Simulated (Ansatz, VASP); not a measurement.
**One calculation of Al2Au, two programs**

File INCAR:

```
SYSTEM = Al2Au
PREC = Accurate
ENCUT = 520
EDIFF = 1E-6
ISMEAR = -1
SIGMA = 0.05
LREAL = .FALSE.
LASPH = .TRUE.
NELM = 100
ALGO = Normal
ISIF = 2
LWAVE = .FALSE.
LCHARG = .FALSE.
NBANDS = 16
```

The input KPOINTS:

```
Automatic mesh
0
G
  11 11 11
  0 0 0
```

The input POSCAR:

```
Al2Au
1.0
    0.0000000000      3.0300000000      3.0000000000
    3.0300000000      0.0000000000      3.0000000000
    3.0300000000      3.0300000000      0.0000000000
Al Au
2 1
Direct
    0.2500000000      0.2500000000      0.2500000000
    0.7500000000      0.7500000000      0.7500000000
    0.0000000000      0.0000000000      0.0000000000
```

Input for Ansatz:

```yaml
crystal:
  lattice:
    - [0.0, 3.03, 3.0]
    - [3.03, 0.0, 3.0]
    - [3.03, 3.03, 0.0]
  atoms:
    - { symbol: Al, position: [0.25, 0.25, 0.25] }
    - { symbol: Al, position: [0.75, 0.75, 0.75] }
    - { symbol: Au, position: [0.0, 0.0, 0.0] }
kpoints:
  mp_grid: { grid: [11, 11, 11] }
  band_path:
    path:
      - [0.0, 0.0, 0.0]
      - [0.0, 0.5, 0.5]
      - [0.25, 0.75, 0.5]
      - [0.0, 0.5, 0.0]
      - [0.0, 0.0, 0.0]
      - [0.5, 0.5, 0.0]
      - [0.3775125, 0.6224875, 0.0]
      - [-0.3775125, 0.3775125, 0.0]
      - [0.0, 0.0, 0.0]
    npoints: 5
scf:
  occupations: { method: fermi_dirac, width: 0.05 }
hamiltonian:
  xc: lda
  pseudopotentials: { kind: all_electron, lapw: { basis_error: 0.0005 } }
output:
  forces: true
  stress: true
  eigenvalues: true
```

Change from the starting cell: equal xx and yy strain of +1 %.

Alike in both runs: task single point; functional LDA; k mesh 11 × 11 × 11; occupations fermi-dirac, width 0.05 eV; no spin polarisation.

```csv
,VASP,Ansatz
version,VASP 6.6.1,Ansatz 0.2.0
potentials or method,"VASP PAW LDA potentials, release 64 (Al, Au), cutoff 520 eV","all-electron LAPW, scalar-relativistic"
```

Ansatz gave:

- pressure (GPa): -4.6
- traceless stress, the component that is largest in VASP (GPa): 0.35

Q: What did VASP give for the same quantities?

A: Pressure (GPa): -4.4; traceless stress, the component that is largest in VASP (GPa): 0.34.

LDA's correlation is that of Perdew and Zunger in VASP and of Perdew and Wang (1992) in Ansatz. Ansatz ran all-electron here, and VASP with PAW potentials.

Spin-orbit coupling is off throughout.
